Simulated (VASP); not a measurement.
# PrHRh3 (Cmmm) in VASP: single point with PBE

Aim: the single point of PrHRh3 with PBE.

Program: VASP 6.6.1. These are calculated values, not measurements. Logs are shortened: lines on timing, memory, paths and dates and some standing lists are left out, and cuts for length are marked.

## Step 1: The cell of the first run

The structure is orthorhombic, space group Cmmm (No. 65). Conventional cell: a = 4.498 Å, b = 10.791 Å, c = 5.201 Å, α = 90.00°, β = 90.00°, γ = 90.00°. Pr (site symmetry mmm) has 6 Rh at 2.60 to 2.92 Å and 4 H at 3.44 Å within 3.5 Å. Within 3.0 Å of H (site symmetry mmm) lie 2 Rh at 2.25 Å. Within 3.0 Å of Rh (site symmetry 2/m) lie 2 Rh at 2.25 Å and 2 Pr at 2.92 Å. Within 3.0 Å of Rh (site symmetry mmm) lie 2 H at 2.25 Å and 2 Pr at 2.60 Å.

The cell was generated, and may not be a known phase.

## Step 2: Single point, PBE

INCAR

```
PREC     = Accurate       # precision mode
ENCUT    = 500            # plane-wave cutoff, eV
EDIFF    = 1E-6           # SCF threshold, eV
ISMEAR   = 0              # smearing method
SIGMA    = 0.2            # smearing width, eV
LREAL    = F              # projectors in reciprocal space
LASPH    = T              # aspherical terms in the spheres
NELM     = 200            # most SCF steps
ALGO     = Normal         # electronic algorithm
ISIF     = 2              # what is computed and relaxed
LWAVE    = F              # write WAVECAR
LCHARG   = F              # write CHGCAR
GGA      = PE             # functional
NBANDS   = 36             # bands
GGA_COMPAT= F            
LMAXMIX  = 6              # l up to which the mixer works
```

KPOINTS

```
regular mesh
0
Gamma
  4 4 4
```

POSCAR

```
PrHRh3
1.0
    2.2490078955     -5.3952541900      0.0000000000
    2.2490078955      5.3952541900      0.0000000000
    0.0000000000      0.0000000000      5.2010507603
Pr H Rh
1 1 3
Direct
    0.0000000000      0.0000000000      0.0000000000
    0.5000000000      0.5000000000      0.5000000000
    0.0000000000      0.5000000000      0.0000000000
    0.5000000000      0.0000000000      0.0000000000
    0.0000000000      0.0000000000      0.5000000000
```

Potentials or basis: VASP PAW PBE potentials, release 64 (Pr_3, H, Rh_pv), 4f in core.

Started as:

```console
$ cat potpaw_PBE.64/Pr_3/POTCAR potpaw_PBE.64/H/POTCAR potpaw_PBE.64/Rh_pv/POTCAR > POTCAR
$ mpirun -np 1 vasp_std > vasp.out
```

OUTCAR:

```text
PREC = Accurate
   ENCUT = 500
   EDIFF = 1E-6
   ISMEAR = 0
   LREAL = F
   LASPH = T
   NELM = 200
   ISIF = 2
   GGA = PE

 ion  position               nearest neighbor table
   1  0.000  0.000  0.000-   5 2.60   5 2.60   3 2.92   4 2.92   3 2.92   4 2.92
   2  0.500  0.500  0.500-
   3  0.000  0.500  0.000-   4 2.25   4 2.25   1 2.92   1 2.92
   4  0.500  0.000  0.000-   3 2.25   3 2.25   1 2.92   1 2.92
   5  0.000  0.000  0.500-   1 2.60   1 2.60

  LATTYP: Found a base centered orthorhombic cell.
 ALAT       =     4.4980157910
 B/A-ratio  =     2.3989485323
 C/A-ratio  =     1.1562989109

  Lattice vectors:

 A1 = (   2.2490078955,  -5.3952541900,   0.0000000000)
 A2 = (   2.2490078955,   5.3952541900,   0.0000000000)
 A3 = (   0.0000000000,   0.0000000000,   5.2010507603)

Analysis of symmetry for initial positions (statically):
=====================================================================
 Subroutine PRICEL returns:
 Original cell was already a primitive cell.

 Routine SETGRP: Setting up the symmetry group for a
 base centered orthorhombic supercell.

 Subroutine GETGRP returns: Found  8 space group operations
 (whereof  8 operations were pure point group operations)
 out of a pool of  8 trial point group operations.

The static configuration has the point symmetry D_2h.

Analysis of symmetry for dynamics (positions and initial velocities):
=====================================================================
 Subroutine PRICEL returns:
 Original cell was already a primitive cell.

 Routine SETGRP: Setting up the symmetry group for a
 base centered orthorhombic supercell.

 Subroutine GETGRP returns: Found  8 space group operations
 (whereof  8 operations were pure point group operations)
 out of a pool of  8 trial point group operations.

The dynamic configuration has the point symmetry D_2h.

 Subroutine INISYM returns: Found  8 space group operations
 (whereof  8 operations are pure point group operations),
 and found     1 'primitive' translations

----------------------------------------------------------------------------------------

                                     Primitive cell

  volume of cell :     126.2188

  direct lattice vectors                    reciprocal lattice vectors
     2.249007896 -5.395254190  0.000000000     0.222320251 -0.092674040  0.000000000
     2.249007896  5.395254190  0.000000000     0.222320251  0.092674040  0.000000000
     0.000000000  0.000000000  5.201050760     0.000000000  0.000000000  0.192268841

  length of vectors
     5.845237744  5.845237744  5.201050760     0.240862558  0.240862558  0.192268841

  position of ions in fractional coordinates (direct lattice)
     0.000000000  0.000000000  0.000000000
     0.500000000  0.500000000  0.500000000
     0.000000000  0.500000000  0.000000000
     0.500000000  0.000000000  0.000000000
     0.000000000  0.000000000  0.500000000

  ion indices of the primitive-cell ions
   primitive index   ion index
                 1           1
                 2           2
                 3           3
                 4           4
                 5           5

----------------------------------------------------------------------------------------

 KPOINTS: regular mesh

Automatic generation of k-mesh.
 Grid dimensions read from file:
 generate k-points for:    4    4    4

 Generating k-lattice:

  Cartesian coordinates                     Fractional coordinates (reciprocal lattice)
     0.055580063 -0.023168510  0.000000000     0.250000000  0.000000000  0.000000000
     0.055580063  0.023168510  0.000000000     0.000000000  0.250000000  0.000000000
     0.000000000  0.000000000  0.048067210     0.000000000  0.000000000  0.250000000

  Length of vectors
     0.060215639  0.060215639  0.048067210

  Shift w.r.t. Gamma in fractional coordinates (k-lattice)
     0.000000000  0.000000000  0.000000000

 Subroutine IBZKPT returns following result:
 ===========================================

 Found     21 irreducible k-points:

 Following reciprocal coordinates:
            Coordinates               Weight
  0.000000  0.000000  0.000000      1.000000
  0.250000  0.000000  0.000000      4.000000
  0.500000  0.000000  0.000000      2.000000
  0.250000  0.250000  0.000000      2.000000
  0.500000  0.250000  0.000000      4.000000
 -0.250000  0.250000  0.000000      2.000000
[... 13 lines left out ...]
 -0.250000  0.250000  0.500000      2.000000
  0.500000  0.500000  0.500000      1.000000
   k-points           NKPTS =     21   k-points in BZ     NKDIM =     21   number of bands    NBANDS=     36
   number of dos      NEDOS =    301   number of ions     NIONS =      5
   total plane-waves  NPLWV =  92160
   dimension x,y,z NGX =    48 NGY =   48 NGZ =   40
   dimension x,y,z NGXF=    96 NGYF=   96 NGZF=   80
   ions per type =               1   1   3
   NGX,Y,Z   is equivalent  to a cutoff of  13.65, 13.65, 12.79 a.u.
   NGXF,Y,Z  is equivalent  to a cutoff of  27.30, 27.30, 25.57 a.u.
 SYSTEM =  unknown system
   PREC   = accura    normal or accurate (medium, high low for compatibility)
   ISTART =      0    job   : 0-new  1-cont  2-samecut
   ICHARG =      2    charge: 1-file 2-atom 10-const
   ISPIN  =      1    spin polarized calculation?
   LNONCOLLINEAR =      F non collinear calculations
   LSORBIT =      F    spin-orbit coupling
   LASPH  =      T    aspherical Exc in radial PAW
   ENCUT  =  500.0 eV  36.75 Ry    6.06 a.u.  10.66 10.66  9.48*2*pi/ulx,y,z
   NELM   =    200;   NELMIN=  2; NELMDL= -5     # of ELM steps
   EDIFF  = 0.1E-05   stopping-criterion for ELM
   LREAL  =      F    real-space projection
   EDIFFG = 0.1E-04   stopping-criterion for IOM
   NSW    =      0    number of steps for IOM
   IBRION =     -1    ionic relax: 0-MD 1-quasi-New 2-CG
   NFREE  =      0    steps in history (QN), initial steepest desc. (CG)
   ISIF   =      2    stress and relaxation
   ISYM   =      2    0-nonsym 1-usesym 2-fastsym
   POTIM  = 0.5000    time-step for ionic-motion
   TEBEG  =    0.0;   TEEND  =   0.0 temperature during run
   PSTRESS=    0.0 pullay stress
   NELECT =      57.0000    total number of electrons
   NUPDOWN=      -1.0000    fix difference up-down
   EMIN   =  10.00;   EMAX   =-10.00  energy-range for DOS
   EFERMI =   0.00;   METHOD = LEGACY
   ISMEAR =     0;   SIGMA  =   0.20  broadening in eV -4-tet -1-fermi 0-gaus
   EFERMI_NEDOS =   21; number of points for ismear=-14 and -15
   IALGO  =     38    algorithm
   IMIX   =      4    mixing-type and parameters
     AMIX     =   0.40;   BMIX     =  1.00
     AMIX_MAG =   1.60;   BMIX_MAG =  1.00
  volume/ion in A,a.u.               =      25.24       170.35
  Fermi-wavevector in a.u.,A,eV,Ry     =   1.256006  2.373508 21.463893  1.577552
  Thomas-Fermi vector in A             =   2.389735
   LORBIT       =      0    0 simple, 1 ext, 2 COOP (PROOUT), +10 PAW based schemes
   GGA     = PE    functional components
   LHFCALC =     F    Hartree Fock is set to
   AEXX    =    0.0000 exact exchange contribution
   IVDW    =     0    specifies the selected vdW correction
   LEPSILON=     F    determine dielectric tensor
   LRPA    =     F    only Hartree local field effects (RPA)
 non-spin polarized calculation
 Gauss-broadening in eV      SIGMA  =   0.20
  energy-cutoff  :      500.00
  volume of cell :      126.22
 maximum number of plane-waves:      3253
 NGX is ok and might be reduce to    48
   NGX = 21   NGY = 21   NGZ = 19

 number of electron      56.9999996 magnetization

 Free energy of the ion-electron system (eV)
  ---------------------------------------------------
  ext. energy  EPLUGINS =         0.00000000
  ---------------------------------------------------
  free energy    TOTEN  =       -24.21524892 eV

  energy without entropy =      -24.05538999  energy(sigma->0) =      -24.13531946

 E-fermi :   2.7336     XC(G=0):  -9.2211

 val. band max:        2.7300906997   @ k =   0.5000   0.2500   0.0000
 cond. band min:       2.7464603884   @ k =   0.5000   0.2500   0.2500
 fundamental gap:      0.0163696887
 Fermi energy:         2.7336295917

 k-point     1 :       0.0000    0.0000    0.0000
  band No.  band energies     occupation
      1     -44.7777      2.00000
      2     -43.0048      2.00000
      3     -42.9654      2.00000
      4     -42.7905      2.00000
      5     -42.7628      2.00000
      6     -42.7093      2.00000
[... 28 lines left out ...]
     35       7.8119      0.00000
     36       7.8284      0.00000

 k-point     2 :       0.2500    0.0000    0.0000
  band No.  band energies     occupation
      1     -44.5040      2.00000
      2     -43.0972      2.00000
      3     -42.9699      2.00000
      4     -42.9296      2.00000
      5     -42.7988      2.00000
      6     -42.7522      2.00000
[... 28 lines left out ...]
     35       6.4016      0.00000
     36       7.6132      0.00000

 k-point     3 :       0.5000    0.0000    0.0000
  band No.  band energies     occupation
      1     -43.8195      2.00000
      2     -43.8194      2.00000
      3     -42.8849      2.00000
      4     -42.8849      2.00000
      5     -42.8424      2.00000
      6     -42.8418      2.00000
[... 28 lines left out ...]
     35       7.4372      0.00000
     36       7.5080      0.00000
[... 625 lines left out ...]
 k-point    20 :      -0.2500    0.2500    0.5000
  band No.  band energies     occupation
      1     -44.7777      2.00000
      2     -43.0048      2.00000
      3     -42.9662      2.00000
      4     -42.7905      2.00000
      5     -42.7628      2.00000
      6     -42.7092      2.00000
[... 28 lines left out ...]
     35       5.7246      0.00000
     36       6.6818      0.00000

 k-point    21 :       0.5000    0.5000    0.5000
  band No.  band energies     occupation
      1     -44.7778      2.00000
      2     -43.0049      2.00000
      3     -42.9671      2.00000
      4     -42.7905      2.00000
      5     -42.7628      2.00000
      6     -42.7092      2.00000
[... 28 lines left out ...]
     35       5.0334      0.00000
     36       5.1954      0.00000

------------------------ aborting loop because EDIFF is reached ----------------------------------------

  FORCE on cell =-STRESS in cart. coord.  units (eV):
  Direction    XX          YY          ZZ          XY          YZ          ZX
  --------------------------------------------------------------------------------------
  -------------------------------------------------------------------------------------
  Total        0.6971461      0.2478203      0.1391339     -0.0000000      0.0000000      0.0000000
  in kB        8.8493309      3.1457450      1.7661174     -0.0000000      0.0000000      0.0000000
  external PRESSURE =       4.5870644 kB  Pullay stress =       0.0000000 kB

 VOLUME and BASIS-vectors are now :
 -----------------------------------------------------------------------------
  energy-cutoff  :      500.00
  volume of cell :      126.22
      direct lattice vectors                 reciprocal lattice vectors
     2.249007896 -5.395254190  0.000000000     0.222320251 -0.092674040  0.000000000
     2.249007896  5.395254190  0.000000000     0.222320251  0.092674040  0.000000000
     0.000000000  0.000000000  5.201050760     0.000000000  0.000000000  0.192268841

 POSITION                                       TOTAL-FORCE (eV/Angst)
 -----------------------------------------------------------------------------------
      0.00000      0.00000      0.00000         0.000000     -0.000000      0.000000
      2.24901      0.00000      2.60053        -0.000000      0.000000      0.000000
      1.12450      2.69763      0.00000         0.000000     -0.000000      0.000000
      1.12450     -2.69763      0.00000         0.000000     -0.000000      0.000000
      0.00000      0.00000      2.60053        -0.000000     -0.000000      0.000000
 -----------------------------------------------------------------------------------
    total drift:                                0.000000      0.000000      0.000000

  FREE ENERGIE OF THE ION-ELECTRON SYSTEM (eV)
  ---------------------------------------------------
  free  energy   TOTEN  =       -24.2152489229 eV

  energy  without entropy=      -24.0553899872  energy(sigma->0) =      -24.13531946
```

It took 2.9 min on 1 thread of Intel Xeon Platinum 8375C at 2.90GHz (Ice Lake), shared host; peak memory 0.32 GiB.

What came out:

* Free energy: -24.2152 eV
* Pressure: 0.5 GPa
* Band gap on the k mesh: zero (an odd number of electrons rules out a gap without spin polarisation)

Levels at points of the mesh, in eV from the Fermi level:
```tsv
k point	band 27	band 28	band 29	band 30	band 31	band 32
(0.00, 0.00, 0.00)	0.46	0.46	1.18	1.24	2.29	2.73
(0.50, 0.00, 0.00)	-1.18	-0.80	-0.75	-0.43	0.42	1.04
(0.50, 0.50, 0.00)	-0.51	0.65	0.98	1.17	1.24	1.64
(0.00, 0.00, 0.50)	-0.02	0.37	1.18	1.24	1.94	2.51
(0.50, 0.00, 0.50)	-0.80	-0.77	-0.52	-0.25	0.71	1.88
(0.50, 0.50, 0.50)	-0.24	-0.16	0.52	0.82	1.17	1.24
```

Caveat: the k points lie up to 0.38 Å⁻¹ apart, too coarse for converged energies and pressures of a metal; spin-orbit coupling is left out, which moves the levels of the heavy elements; the 4f electrons are frozen in the core, so they carry no moment and show no levels.
